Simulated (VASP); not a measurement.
# TiAl3 (I4/mmm) in VASP: single point with PBE

Aim: the single point of TiAl3 with PBE.

All numbers are computed with VASP 6.6.1; they aren't measurements. Logs are shortened: lines on timing, memory, paths and dates and some standing lists are left out, and cuts for length are marked.

## (1) The cell of the first run

The structure is tetragonal, space group I4/mmm (No. 139). Conventional cell: a = 3.845 Å, b = 3.845 Å, c = 8.622 Å, α = 90.00°, β = 90.00°, γ = 90.00°. Within 3.6 Å of Ti (site symmetry 4/mmm) lie 12 Al at 2.72 to 2.89 Å. Al (site symmetry 4/mmm) has 4 Ti at 2.72 Å and 8 Al at 2.89 Å within 3.6 Å. Al (site symmetry -4m2) has 8 Al at 2.72 to 2.89 Å and 4 Ti at 2.89 Å within 3.6 Å.

## (2) Single point, PBE

Input file INCAR:

```
  PREC = Accurate
  ENCUT = 520
  EDIFF = 1E-6
  ISMEAR = 0
  SIGMA = 0.15
  LREAL = False
  LASPH = True
  NELM = 60
  ALGO = Fast
  ISIF = 2
  LWAVE = False
  LCHARG = False
  GGA = PE
  NBANDS = 18
```

Input file KPOINTS:

```
regular mesh
0
Gamma
  14 14 14
```

Input file POSCAR:

```
TiAl3
1.0
   -1.9225789803      1.9225789803      4.3111351100
    1.9225789803     -1.9225789803      4.3111351100
    1.9225789803      1.9225789803     -4.3111351100
Ti Al
1 3
Direct
    0.0000000000      0.0000000000      0.0000000000
    0.5000000000      0.5000000000      0.0000000000
    0.7500000000      0.2500000000      0.5000000000
    0.2500000000      0.7500000000      0.5000000000
```

Potentials or basis: VASP PAW PBE potentials, release 64 (Ti_sv, Al).

Command:

```sh
$ cat potpaw_PBE.64/Ti_sv/POTCAR potpaw_PBE.64/Al/POTCAR > POTCAR
$ mpirun -np 1 vasp_std > vasp.out
```

OUTCAR:

```text
PREC = Accurate
   ENCUT = 520
   EDIFF = 1E-6
   ISMEAR = 0
   LREAL = False
   LASPH = True
   NELM = 60
   ISIF = 2
   GGA = PE

 ion  position               nearest neighbor table
   1  0.000  0.000  0.000-   2 2.72   2 2.72   2 2.72   2 2.72   4 2.89   3 2.89   4 2.89   4 2.89
                             3 2.89   3 2.89   4 2.89   3 2.89
   2  0.500  0.500  0.000-   1 2.72   1 2.72   1 2.72   1 2.72   4 2.89   3 2.89   4 2.89   3 2.89
                             4 2.89   4 2.89   3 2.89   3 2.89
   3  0.750  0.250  0.500-   4 2.72   4 2.72   4 2.72   4 2.72   2 2.89   1 2.89   2 2.89   1 2.89
                             2 2.89   2 2.89   1 2.89   1 2.89
   4  0.250  0.750  0.500-   3 2.72   3 2.72   3 2.72   3 2.72   2 2.89   1 2.89   2 2.89   2 2.89
                             1 2.89   1 2.89   2 2.89   1 2.89

  LATTYP: Found a body centered tetragonal cell.
 ALAT       =     3.8451579606
 C/A-ratio  =     2.2423708748

  Lattice vectors:

 A1 = (  -1.9225789803,   1.9225789803,   4.3111351100)
 A2 = (   1.9225789803,  -1.9225789803,   4.3111351100)
 A3 = (   1.9225789803,   1.9225789803,  -4.3111351100)

Analysis of symmetry for initial positions (statically):
=====================================================================
 Subroutine PRICEL returns:
 Original cell was already a primitive cell.

 Routine SETGRP: Setting up the symmetry group for a
 body centered tetragonal supercell.

 Subroutine GETGRP returns: Found 16 space group operations
 (whereof 16 operations were pure point group operations)
 out of a pool of 16 trial point group operations.

The static configuration has the point symmetry D_4h.

Analysis of symmetry for dynamics (positions and initial velocities):
=====================================================================
 Subroutine PRICEL returns:
 Original cell was already a primitive cell.

 Routine SETGRP: Setting up the symmetry group for a
 body centered tetragonal supercell.

 Subroutine GETGRP returns: Found 16 space group operations
 (whereof 16 operations were pure point group operations)
 out of a pool of 16 trial point group operations.

The dynamic configuration has the point symmetry D_4h.

 Subroutine INISYM returns: Found 16 space group operations
 (whereof 16 operations are pure point group operations),
 and found     1 'primitive' translations

----------------------------------------------------------------------------------------

                                     Primitive cell

  volume of cell :      63.7412

  direct lattice vectors                    reciprocal lattice vectors
    -1.922578980  1.922578980  4.311135110     0.000000000  0.260067339  0.115978736
     1.922578980 -1.922578980  4.311135110     0.260067339  0.000000000  0.115978736
     1.922578980  1.922578980 -4.311135110     0.260067339  0.260067339  0.000000000

  length of vectors
     5.096911399  5.096911399  5.096911399     0.284756191  0.284756191  0.367790758

  position of ions in fractional coordinates (direct lattice)
     0.000000000  0.000000000  0.000000000
     0.500000000  0.500000000  0.000000000
     0.750000000  0.250000000  0.500000000
     0.250000000  0.750000000  0.500000000

  ion indices of the primitive-cell ions
   primitive index   ion index
                 1           1
                 2           2
                 3           3
                 4           4

----------------------------------------------------------------------------------------

 KPOINTS: regular mesh

Automatic generation of k-mesh.
 Grid dimensions read from file:
 generate k-points for:   14   14   14

 Generating k-lattice:

  Cartesian coordinates                     Fractional coordinates (reciprocal lattice)
     0.000000000  0.018576239  0.008284195     0.071428571  0.000000000  0.000000000
     0.018576239  0.000000000  0.008284195     0.000000000  0.071428571  0.000000000
     0.018576239  0.018576239  0.000000000     0.000000000  0.000000000  0.071428571

  Length of vectors
     0.020339728  0.020339728  0.026270768

  Shift w.r.t. Gamma in fractional coordinates (k-lattice)
     0.000000000  0.000000000  0.000000000

 Subroutine IBZKPT returns following result:
 ===========================================

 Found    244 irreducible k-points:

 Following reciprocal coordinates:
            Coordinates               Weight
  0.000000  0.000000  0.000000      1.000000
  0.071429  0.000000  0.000000      8.000000
  0.142857  0.000000 -0.000000      8.000000
  0.214286  0.000000 -0.000000      8.000000
  0.285714  0.000000  0.000000      8.000000
  0.357143  0.000000 -0.000000      8.000000
[... 16 lines left out ...]
  0.214286  0.142857 -0.000000     16.000000
  0.285714  0.142857 -0.000000     16.000000
 [... further k-points ...]
   k-points           NKPTS =    244   k-points in BZ     NKDIM =    244   number of bands    NBANDS=     18
   number of dos      NEDOS =    301   number of ions     NIONS =      4
   total plane-waves  NPLWV =  64000
   dimension x,y,z NGX =    40 NGY =   40 NGZ =   40
   dimension x,y,z NGXF=    80 NGYF=   80 NGZF=   80
   ions per type =               1   3
   NGX,Y,Z   is equivalent  to a cutoff of  13.05, 13.05, 13.05 a.u.
   NGXF,Y,Z  is equivalent  to a cutoff of  26.09, 26.09, 26.09 a.u.
 SYSTEM =  unknown system
   PREC   = accura    normal or accurate (medium, high low for compatibility)
   ISTART =      0    job   : 0-new  1-cont  2-samecut
   ICHARG =      2    charge: 1-file 2-atom 10-const
   ISPIN  =      1    spin polarized calculation?
   LNONCOLLINEAR =      F non collinear calculations
   LSORBIT =      F    spin-orbit coupling
   LASPH  =      T    aspherical Exc in radial PAW
   ENCUT  =  520.0 eV  38.22 Ry    6.18 a.u.   9.48  9.48  9.48*2*pi/ulx,y,z
   NELM   =     60;   NELMIN=  2; NELMDL= -5     # of ELM steps
   EDIFF  = 0.1E-05   stopping-criterion for ELM
   LREAL  =      F    real-space projection
   EDIFFG = 0.1E-04   stopping-criterion for IOM
   NSW    =      0    number of steps for IOM
   IBRION =     -1    ionic relax: 0-MD 1-quasi-New 2-CG
   NFREE  =      0    steps in history (QN), initial steepest desc. (CG)
   ISIF   =      2    stress and relaxation
   ISYM   =      2    0-nonsym 1-usesym 2-fastsym
   POTIM  = 0.5000    time-step for ionic-motion
   TEBEG  =    0.0;   TEEND  =   0.0 temperature during run
   PSTRESS=    0.0 pullay stress
   NELECT =      21.0000    total number of electrons
   NUPDOWN=      -1.0000    fix difference up-down
   EMIN   =  10.00;   EMAX   =-10.00  energy-range for DOS
   EFERMI =   0.00;   METHOD = LEGACY
   ISMEAR =     0;   SIGMA  =   0.15  broadening in eV -4-tet -1-fermi 0-gaus
   EFERMI_NEDOS =   21; number of points for ismear=-14 and -15
   IALGO  =     68    algorithm
   IMIX   =      4    mixing-type and parameters
     AMIX     =   0.40;   BMIX     =  1.00
     AMIX_MAG =   1.60;   BMIX_MAG =  1.00
  volume/ion in A,a.u.               =      15.94       107.54
  Fermi-wavevector in a.u.,A,eV,Ry     =   1.130684  2.136683 17.394319  1.278446
  Thomas-Fermi vector in A             =   2.267381
   LORBIT       =      0    0 simple, 1 ext, 2 COOP (PROOUT), +10 PAW based schemes
   GGA     = PE    functional components
   LHFCALC =     F    Hartree Fock is set to
   AEXX    =    0.0000 exact exchange contribution
   IVDW    =     0    specifies the selected vdW correction
   LEPSILON=     F    determine dielectric tensor
   LRPA    =     F    only Hartree local field effects (RPA)
 non-spin polarized calculation
 RMM-DIIS sequential band-by-band and
 Gauss-broadening in eV      SIGMA  =   0.15
  energy-cutoff  :      520.00
  volume of cell :       63.74
 maximum number of plane-waves:      1746
 NGX is ok and might be reduce to    40
   NGX = 19   NGY = 19   NGZ = 19

 number of electron      21.0000000 magnetization

 Free energy of the ion-electron system (eV)
  ---------------------------------------------------
  ext. energy  EPLUGINS =         0.00000000
  ---------------------------------------------------
  free energy    TOTEN  =       -20.67081905 eV

  energy without entropy =      -20.65087264  energy(sigma->0) =      -20.66084585

 E-fermi :   8.1784     XC(G=0): -10.7181

 val. band max:        8.1735530448   @ k =  -0.2857  -0.4286   0.2143
 cond. band min:       8.1797166520   @ k =  -0.2857   0.5000   0.2857
 fundamental gap:      0.0061636072
 Fermi energy:         8.1784040496

 k-point     1 :       0.0000    0.0000    0.0000
  band No.  band energies     occupation
      1     -48.3271      2.00000
      2     -24.6393      2.00000
      3     -24.6393      2.00000
      4     -24.5614      2.00000
      5      -1.8568      2.00000
      6       5.3154      2.00000
[... 10 lines left out ...]
     17      11.9123      0.00000
     18      11.9179      0.00000

 k-point     2 :       0.0714    0.0000    0.0000
  band No.  band energies     occupation
      1     -48.3270      2.00000
      2     -24.6406      2.00000
      3     -24.6392      2.00000
      4     -24.5613      2.00000
      5      -1.7937      2.00000
      6       5.0085      2.00000
[... 10 lines left out ...]
     17      11.9315      0.00000
     18      12.2993      0.00000

 k-point     3 :       0.1429    0.0000   -0.0000
  band No.  band energies     occupation
      1     -48.3269      2.00000
      2     -24.6442      2.00000
      3     -24.6390      2.00000
      4     -24.5612      2.00000
      5      -1.6056      2.00000
      6       4.6310      2.00000
[... 10 lines left out ...]
     17      12.0271      0.00000
     18      13.1355      0.00000

 k-point     4 :       0.2143    0.0000   -0.0000
  band No.  band energies     occupation
      1     -48.3266      2.00000
      2     -24.6494      2.00000
      3     -24.6387      2.00000
      4     -24.5609      2.00000
      5      -1.2951      2.00000
      6       4.1981      2.00000
[... 10 lines left out ...]
     17      12.3179      0.00000
     18      13.9105      0.00000

 k-point     5 :       0.2857    0.0000    0.0000
  band No.  band energies     occupation
      1     -48.3263      2.00000
      2     -24.6551      2.00000
      3     -24.6383      2.00000
      4     -24.5606      2.00000
      5      -0.8670      2.00000
      6       3.5550      2.00000
[... 10 lines left out ...]
     17      12.8320      0.00000
     18      13.6424      0.00000

 k-point     6 :       0.3571    0.0000   -0.0000
  band No.  band energies     occupation
      1     -48.3261      2.00000
      2     -24.6603      2.00000
      3     -24.6379      2.00000
      4     -24.5604      2.00000
      5      -0.3288      2.00000
      6       2.7369      2.00000
[... 10 lines left out ...]
     17      12.9055      0.00000
     18      13.7612      0.00000

 k-point     7 :       0.4286    0.0000   -0.0000
  band No.  band energies     occupation
      1     -48.3259      2.00000
      2     -24.6638      2.00000
      3     -24.6377      2.00000
      4     -24.5602      2.00000
      5       0.3057      2.00000
      6       1.8960      2.00000
[... 10 lines left out ...]
     17      12.6672      0.00000
     18      14.1025      0.00000

 k-point     8 :       0.5000    0.0000   -0.0000
  band No.  band energies     occupation
      1     -48.3259      2.00000
      2     -24.6651      2.00000
      3     -24.6376      2.00000
      4     -24.5602      2.00000
      5       0.8793      2.00000
      6       1.2490      2.00000
[... 10 lines left out ...]
     17      12.6307      0.00000
     18      13.7073      0.00000
[... 229 lines left out ...]
     17      12.4384      0.00000
     18      13.4667      0.00000

 k-point    20 :      -0.1429    0.0714    0.0000
  band No.  band energies     occupation
      1     -48.3268      2.00000
      2     -24.6441      2.00000
      3     -24.6402      2.00000
      4     -24.5610      2.00000
      5      -1.5840      2.00000
      6       5.0419      2.00000
[... 10 lines left out ...]
     17      12.2614      0.00000
     18      13.2120      0.00000

 k-point    21 :      -0.0714    0.0714    0.0000
  band No.  band energies     occupation
      1     -48.3270      2.00000
      2     -24.6406      2.00000
      3     -24.6404      2.00000
      4     -24.5612      2.00000
      5      -1.7515      2.00000
      6       5.4040      2.00000
[... 10 lines left out ...]
     17      12.1063      0.00000
     18      12.4307      0.00000

 k-point    22 :       0.1429    0.1429   -0.0000
  band No.  band energies     occupation
      1     -48.3266      2.00000
      2     -24.6441      2.00000
      3     -24.6435      2.00000
      4     -24.5611      2.00000
      5      -1.2770      2.00000
      6       3.9702      2.00000
[... 10 lines left out ...]
     17      13.0492      0.00000
     18      13.1417      0.00000

 k-point    23 :       0.2143    0.1429   -0.0000
  band No.  band energies     occupation
      1     -48.3264      2.00000
      2     -24.6490      2.00000
      3     -24.6434      2.00000
      4     -24.5608      2.00000
      5      -0.9324      2.00000
      6       3.6982      2.00000
[... 10 lines left out ...]
     17      12.7349      0.00000
     18      13.7103      0.00000

 k-point    24 :       0.2857    0.1429   -0.0000
  band No.  band energies     occupation
      1     -48.3261      2.00000
      2     -24.6546      2.00000
      3     -24.6429      2.00000
      4     -24.5605      2.00000
      5      -0.4745      2.00000
      6       3.3080      2.00000
[... 10 lines left out ...]
     17      12.8772      0.00000
     18      13.9050      0.00000

 [... further k-points ...]

------------------------ aborting loop because EDIFF is reached ----------------------------------------

  FORCE on cell =-STRESS in cart. coord.  units (eV):
  Direction    XX          YY          ZZ          XY          YZ          ZX
  --------------------------------------------------------------------------------------
  -------------------------------------------------------------------------------------
  Total       -0.0005090     -0.0005090     -0.0427299      0.0000000      0.0000000      0.0000000
  in kB       -0.0127930     -0.0127930     -1.0740449      0.0000000      0.0000000      0.0000000
  external PRESSURE =      -0.3665437 kB  Pullay stress =       0.0000000 kB

 VOLUME and BASIS-vectors are now :
 -----------------------------------------------------------------------------
  energy-cutoff  :      520.00
  volume of cell :       63.74
      direct lattice vectors                 reciprocal lattice vectors
    -1.922578980  1.922578980  4.311135110     0.000000000  0.260067339  0.115978736
     1.922578980 -1.922578980  4.311135110     0.260067339  0.000000000  0.115978736
     1.922578980  1.922578980 -4.311135110     0.260067339  0.260067339  0.000000000

 POSITION                                       TOTAL-FORCE (eV/Angst)
 -----------------------------------------------------------------------------------
      0.00000      0.00000      0.00000         0.000000     -0.000000     -0.000000
      0.00000      0.00000      4.31114         0.000000     -0.000000     -0.000000
      0.00000      1.92258      2.15557         0.000000      0.000000      0.000000
      1.92258      0.00000      2.15557        -0.000000      0.000000      0.000000
 -----------------------------------------------------------------------------------
    total drift:                               -0.000000     -0.000000      0.000000

  FREE ENERGIE OF THE ION-ELECTRON SYSTEM (eV)
  ---------------------------------------------------
  free  energy   TOTEN  =       -20.6708190493 eV

  energy  without entropy=      -20.6508726448  energy(sigma->0) =      -20.66084585
```

It took 9.9 min on 1 thread of AMD EPYC 9R45 (Zen 5), shared host; peak memory 0.41 GiB.

Results:

```
Free energy            : -20.6708 eV
Pressure               : 0.0 GPa
Band gap on the k mesh : zero (an odd number of electrons rules out a gap without spin polarisation)
```
